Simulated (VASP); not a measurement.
# SrO (I4/mmm) in VASP: single point with HSE06

Aim: the single point of SrO with HSE06.

Program: VASP 6.6.1. These are calculated values, not measurements. Logs are shortened: lines on timing, memory, paths and dates and some standing lists are left out, and cuts for length are marked.

**1. The cell of the first run**

It takes space group I4/mmm (No. 139, tetragonal). The conventional cell has a = 3.518 Å, b = 3.518 Å, c = 5.267 Å, α = 90.00°, β = 90.00°, γ = 90.00°. Within 3.3 Å of Sr (site symmetry 4/mmm) lie 6 O at 2.49 to 2.63 Å. Within 3.3 Å of O (site symmetry 4/mmm) lie 6 Sr at 2.49 to 2.63 Å.

**2. Single point, HSE06 (epitaxial xy strain -3.6%)**

File POSCAR:

```
SrO
1.0
    0.0000000000      2.4877905466      2.6332878515
    2.4877905466      0.0000000000      2.6332878515
    2.4877905466      2.4877905466      0.0000000000
Sr O
1 1
Direct
    0.5000000000      0.5000000000      0.5000000000
    0.0000000000      0.0000000000      0.0000000000
```

File INCAR.step1:

```
ALGO = Normal ; EDIFF = 1E-5
ENCUT = 520 ; GGA = PE
ISIF = 2 ; ISMEAR = 0
LASPH = T ; LCHARG = F
LREAL = F ; LWAVE = T
NBANDS = 15 ; NELM = 60
PREC = Accurate ; SIGMA = 0.01
```

File INCAR.step2:

```
ALGO = Normal ; EDIFF = 1E-6
ENCUT = 520 ; GGA = PE
HFSCREEN = 0.2079 ; ISIF = 2
ISMEAR = 0 ; ISTART = 1
LASPH = T ; LCHARG = F
LHFCALC = T ; LREAL = F
LWAVE = F ; NBANDS = 15
NELM = 60 ; PREC = Accurate
PRECFOCK = Normal ; SIGMA = 0.01
```

File KPOINTS:

```
k-points
0
Gamma
  6 6 6
```

Potentials or basis: VASP PAW PBE potentials, release 64 (Sr_sv, O).

Started as:

```bash
cat potpaw_PBE.64/Sr_sv/POTCAR potpaw_PBE.64/O/POTCAR > POTCAR
cp INCAR.step1 INCAR
mpirun -np 1 vasp_std > vasp.out
cp INCAR.step2 INCAR
mpirun -np 1 vasp_std > vasp.out
```

OUTCAR:

```text
EDIFF = 1E-6
   ENCUT = 520
   GGA = PE
   HFSCREEN = 0.2079
   ISIF = 2
   ISMEAR = 0
   ISTART = 1
   LASPH = T
   LHFCALC = T
   LREAL = F
   NELM = 60
   PREC = Accurate
   PRECFOCK = Normal

 ion  position               nearest neighbor table
   1  0.500  0.500  0.500-   2 2.49   2 2.49   2 2.49   2 2.49   2 2.63   2 2.63
   2  0.000  0.000  0.000-   1 2.49   1 2.49   1 2.49   1 2.49   1 2.63   1 2.63

  LATTYP: Found a body centered tetragonal cell.
 ALAT       =     3.5182671313
 C/A-ratio  =     1.4969232029

  Lattice vectors:

 A1 = (  -2.4877905466,   0.0000000000,   2.6332878515)
 A2 = (   2.4877905466,   0.0000000000,   2.6332878515)
 A3 = (   0.0000000000,   2.4877905466,  -2.6332878515)

Analysis of symmetry for initial positions (statically):
=====================================================================
 Subroutine PRICEL returns:
 Original cell was already a primitive cell.

 Routine SETGRP: Setting up the symmetry group for a
 body centered tetragonal supercell.

 Subroutine GETGRP returns: Found 16 space group operations
 (whereof 16 operations were pure point group operations)
 out of a pool of 16 trial point group operations.

The static configuration has the point symmetry D_4h.

Analysis of symmetry for dynamics (positions and initial velocities):
=====================================================================
 Subroutine PRICEL returns:
 Original cell was already a primitive cell.

 Routine SETGRP: Setting up the symmetry group for a
 body centered tetragonal supercell.

 Subroutine GETGRP returns: Found 16 space group operations
 (whereof 16 operations were pure point group operations)
 out of a pool of 16 trial point group operations.

The dynamic configuration has the point symmetry D_4h.

 Subroutine INISYM returns: Found 16 space group operations
 (whereof 16 operations are pure point group operations),
 and found     1 'primitive' translations

----------------------------------------------------------------------------------------

                                     Primitive cell

  volume of cell :      32.5954

  direct lattice vectors                    reciprocal lattice vectors
     0.000000000  2.487790547  2.633287851    -0.200981550  0.200981550  0.189876697
     2.487790547  0.000000000  2.633287851     0.200981550 -0.200981550  0.189876697
     2.487790547  2.487790547  0.000000000     0.200981550  0.200981550 -0.189876697

  length of vectors
     3.622610483  3.622610483  3.518267131     0.341819144  0.341819144  0.341819144

  position of ions in fractional coordinates (direct lattice)
     0.500000000  0.500000000  0.500000000
     0.000000000  0.000000000  0.000000000

  ion indices of the primitive-cell ions
   primitive index   ion index
                 1           1
                 2           2

----------------------------------------------------------------------------------------

 KPOINTS: k-points

Automatic generation of k-mesh.
 Grid dimensions read from file:
 generate k-points for:    6    6    6

 Generating k-lattice:

  Cartesian coordinates                     Fractional coordinates (reciprocal lattice)
    -0.033496925  0.033496925  0.031646116     0.166666667  0.000000000  0.000000000
     0.033496925 -0.033496925  0.031646116     0.000000000  0.166666667  0.000000000
     0.033496925  0.033496925 -0.031646116     0.000000000  0.000000000  0.166666667

  Length of vectors
     0.056969857  0.056969857  0.056969857

  Shift w.r.t. Gamma in fractional coordinates (k-lattice)
     0.000000000  0.000000000  0.000000000

 Subroutine IBZKPT returns following result:
 ===========================================

 Found     30 irreducible k-points:

 Following reciprocal coordinates:
            Coordinates               Weight
  0.000000  0.000000  0.000000      1.000000
  0.166667  0.000000  0.000000      8.000000
  0.333333  0.000000  0.000000      8.000000
  0.500000  0.000000  0.000000      4.000000
  0.166667  0.166667  0.000000      2.000000
  0.333333  0.166667  0.000000      8.000000
[... 16 lines left out ...]
  0.333333  0.000000  0.333333      4.000000
  0.500000 -0.000000  0.333333     16.000000
 [... further k-points ...]
   k-points           NKPTS =     30   k-points in BZ     NKDIM =    216   number of bands    NBANDS=     15
   number of dos      NEDOS =    301   number of ions     NIONS =      2
   total plane-waves  NPLWV =  21952
   dimension x,y,z NGX =    28 NGY =   28 NGZ =   28
   dimension x,y,z NGXF=    56 NGYF=   56 NGZF=   56
   ions per type =               1   1
   NGX,Y,Z   is equivalent  to a cutoff of  12.85, 12.85, 13.23 a.u.
   NGXF,Y,Z  is equivalent  to a cutoff of  25.70, 25.70, 26.46 a.u.
 SYSTEM =  unknown system
   PREC   = accura    normal or accurate (medium, high low for compatibility)
   ISTART =      1    job   : 0-new  1-cont  2-samecut
   ICHARG =      0    charge: 1-file 2-atom 10-const
   ISPIN  =      1    spin polarized calculation?
   LNONCOLLINEAR =      F non collinear calculations
   LSORBIT =      F    spin-orbit coupling
   LASPH  =      T    aspherical Exc in radial PAW
   ENCUT  =  520.0 eV  38.22 Ry    6.18 a.u.   6.74  6.74  6.54*2*pi/ulx,y,z
   NELM   =     60;   NELMIN=  2; NELMDL=  0     # of ELM steps
   EDIFF  = 0.1E-05   stopping-criterion for ELM
   LREAL  =      F    real-space projection
   EDIFFG = 0.1E-04   stopping-criterion for IOM
   NSW    =      0    number of steps for IOM
   IBRION =     -1    ionic relax: 0-MD 1-quasi-New 2-CG
   NFREE  =      0    steps in history (QN), initial steepest desc. (CG)
   ISIF   =      2    stress and relaxation
   ISYM   =      3    0-nonsym 1-usesym 2-fastsym
   POTIM  = 0.5000    time-step for ionic-motion
   TEBEG  =    0.0;   TEEND  =   0.0 temperature during run
   PSTRESS=    0.0 pullay stress
   NELECT =      16.0000    total number of electrons
   NUPDOWN=      -1.0000    fix difference up-down
   EMIN   =  10.00;   EMAX   =-10.00  energy-range for DOS
   EFERMI =   0.00;   METHOD = LEGACY
   ISMEAR =     0;   SIGMA  =   0.01  broadening in eV -4-tet -1-fermi 0-gaus
   EFERMI_NEDOS =   21; number of points for ismear=-14 and -15
   IALGO  =     38    algorithm
   IMIX   =      1    mixing-type and parameters
     AMIX     =   0.40;   BMIX     =  1.00
     AMIX_MAG =   1.60;   BMIX_MAG =  1.00
  volume/ion in A,a.u.               =      16.30       109.98
  Fermi-wavevector in a.u.,A,eV,Ry     =   1.291406  2.440404 22.690841  1.667730
  Thomas-Fermi vector in A             =   2.423178
   LORBIT       =      0    0 simple, 1 ext, 2 COOP (PROOUT), +10 PAW based schemes
   GGA     = PE    functional components
   LHFCALC =     T    Hartree Fock is set to
   PRECFOCK=normal    Normal, Fast or Accurate (Low or Medium for compatibility)
   ENCUT4O =  -1.0   cutoff for four orbital integrals eV
   NKREDX  =     1    reduce k-point grid by
   NKREDY  =     1    reduce k-point grid by
   NKREDZ  =     1    reduce k-point grid by
   AEXX    =    0.2500 exact exchange contribution
   HFSCREEN=    0.2079 screening length (either q_TF or 0.3 A-1)
   HFSCREENC=   0.2079 screening length for correlation (either q_TF or 0.3 A-1)
   ENCUTFOCK=  -1.0 apply spherical cutoff to Coloumb kernel
   IVDW    =     0    specifies the selected vdW correction
   LEPSILON=     F    determine dielectric tensor
   LRPA    =     F    only Hartree local field effects (RPA)
 non-spin polarized calculation
 Gauss-broadening in eV      SIGMA  =   0.01
  energy-cutoff  :      520.00
  volume of cell :       32.60
 maximum number of plane-waves:       901
  NGX = 24; NGY = 24; NGZ = 20

 number of electron      15.9999997 magnetization

 Free energy of the ion-electron system (eV)
  ---------------------------------------------------
  ext. energy  EPLUGINS =         0.00000000
  ---------------------------------------------------
  free energy    TOTEN  =       -14.11587458 eV

  energy without entropy =      -14.11587458  energy(sigma->0) =      -14.11587458

 E-fermi :   0.9937     XC(G=0):  -8.4176

 val. band max:        0.8474042715   @ k =   0.0000   0.0000   0.0000
 cond. band min:       5.4579736030   @ k =   0.5000   0.0000   0.5000
 fundamental gap:      4.6105693314
 Fermi energy:         0.9937399536

 k-point     1 :       0.0000    0.0000    0.0000
  band No.  band energies     occupation
      1     -33.3759      2.00000
      2     -15.8358      2.00000
      3     -13.6989      2.00000
      4     -13.6699      2.00000
      5     -13.6699      2.00000
      6       0.6811      2.00000
      7       0.8474      2.00000
      8       0.8474      2.00000
      9       6.4893      0.00000
     10       8.4701      0.00000
     11       8.9448      0.00000
     12       8.9448      0.00000
     13      10.8521      0.00000
     14      11.5250      0.00000
     15      15.3353      0.00000

 k-point     2 :       0.1667    0.0000    0.0000
  band No.  band energies     occupation
      1     -33.3313      2.00000
      2     -16.3003      2.00000
      3     -13.7326      2.00000
      4     -13.6755      2.00000
      5     -13.2991      2.00000
      6       0.0394      2.00000
      7       0.3908      2.00000
      8       0.4505      2.00000
      9       7.6726      0.00000
     10       8.5377      0.00000
     11       9.2723      0.00000
     12       9.5027      0.00000
     13      11.6455      0.00000
     14      12.3538      0.00000
     15      17.1613      0.00000

 k-point     3 :       0.3333    0.0000    0.0000
  band No.  band energies     occupation
      1     -33.2405      2.00000
      2     -16.9924      2.00000
      3     -13.8083      2.00000
      4     -13.6858      2.00000
      5     -12.7849      2.00000
      6      -1.0909      2.00000
      7      -0.2380      2.00000
      8      -0.2268      2.00000
      9       8.7874      0.00000
     10       9.9216      0.00000
     11      10.7938      0.00000
     12      10.8927      0.00000
     13      13.4182      0.00000
     14      14.1677      0.00000
     15      19.0226      0.00000

 k-point     4 :       0.5000    0.0000    0.0000
  band No.  band energies     occupation
      1     -33.1942      2.00000
      2     -17.2819      2.00000
      3     -13.8457      2.00000
      4     -13.6906      2.00000
      5     -12.5836      2.00000
      6      -1.5691      2.00000
      7      -0.5437      2.00000
      8      -0.4974      2.00000
      9       9.2290      0.00000
     10      11.1114      0.00000
     11      11.7607      0.00000
     12      11.8269      0.00000
     13      14.8179      0.00000
     14      15.5671      0.00000
     15      18.4543      0.00000
[... 307 lines left out ...]
 k-point    22 :      -0.3333    0.5000    0.1667
  band No.  band energies     occupation
      1     -33.1587      2.00000
      2     -16.3654      2.00000
      3     -14.6672      2.00000
      4     -14.2558      2.00000
      5     -13.2663      2.00000
      6      -0.2497      2.00000
      7       0.1273      2.00000
      8       0.5495      2.00000
      9       7.2410      0.00000
     10      10.3826      0.00000
     11      11.3548      0.00000
     12      14.1169      0.00000
     13      14.3106      0.00000
     14      15.9866      0.00000
     15      16.5677      0.00000

 k-point    23 :       0.3333    0.0000    0.3333
  band No.  band energies     occupation
      1     -33.1902      2.00000
      2     -16.4789      2.00000
      3     -14.0931      2.00000
      4     -14.0011      2.00000
      5     -13.6535      2.00000
      6      -0.4109      2.00000
      7       0.5050      2.00000
      8       0.7354      2.00000
      9       6.0471      0.00000
     10       9.3875      0.00000
     11      12.5630      0.00000
     12      12.7152      0.00000
     13      12.8222      0.00000
     14      14.0180      0.00000
     15      20.3057      0.00000

 k-point    24 :       0.5000   -0.0000    0.3333
  band No.  band energies     occupation
      1     -33.1463      2.00000
      2     -16.4038      2.00000
      3     -14.4483      2.00000
      4     -14.0677      2.00000
      5     -13.7366      2.00000
      6       0.0534      2.00000
      7       0.2693      2.00000
      8       0.4272      2.00000
      9       6.3784      0.00000
     10      10.6220      0.00000
     11      12.0534      0.00000
     12      13.2116      0.00000
     13      13.8406      0.00000
     14      15.6363      0.00000
     15      17.2611      0.00000

 [... further k-points ...]

------------------------ aborting loop because EDIFF is reached ----------------------------------------

  FORCE on cell =-STRESS in cart. coord.  units (eV):
  Direction    XX          YY          ZZ          XY          YZ          ZX
  --------------------------------------------------------------------------------------
  -------------------------------------------------------------------------------------
  Total        1.9298757      1.9298757      0.0853149      0.0000000     -0.0000000      0.0000000
  in kB       94.8601846     94.8601846      4.1935289      0.0000000     -0.0000000      0.0000000
  external PRESSURE =      64.6379660 kB  Pullay stress =       0.0000000 kB

 VOLUME and BASIS-vectors are now :
 -----------------------------------------------------------------------------
  energy-cutoff  :      520.00
  volume of cell :       32.60
      direct lattice vectors                 reciprocal lattice vectors
     0.000000000  2.487790547  2.633287851    -0.200981550  0.200981550  0.189876697
     2.487790547  0.000000000  2.633287851     0.200981550 -0.200981550  0.189876697
     2.487790547  2.487790547  0.000000000     0.200981550  0.200981550 -0.189876697

 POSITION                                       TOTAL-FORCE (eV/Angst)
 -----------------------------------------------------------------------------------
      2.48779      2.48779      2.63329         0.000000      0.000000     -0.000000
      0.00000      0.00000      0.00000         0.000000      0.000000      0.000000
 -----------------------------------------------------------------------------------
    total drift:                                0.000000     -0.000000     -0.000000

  FREE ENERGIE OF THE ION-ELECTRON SYSTEM (eV)
  ---------------------------------------------------
  free  energy   TOTEN  =       -14.1158745841 eV

  energy  without entropy=      -14.1158745841  energy(sigma->0) =      -14.11587458
```

Run time: 86 min. Hardware: 1 thread of Oxide Virtual Turin-like, shared host; peak memory 0.25 GiB.

What came out:

```yaml
Free_energy: -14.1159 eV
Pressure: 6.5 GPa
Band_gap_on_the_k_mesh: 4.61 eV (least direct gap 4.64 eV)
```

Caveat: the cell differs from its parent crystal (epitaxial xy strain -3.6%); the stress differs along the axes, from 0 to 9 GPa; the PAW data sets were made with another functional, which shifts forces and pressure a little.
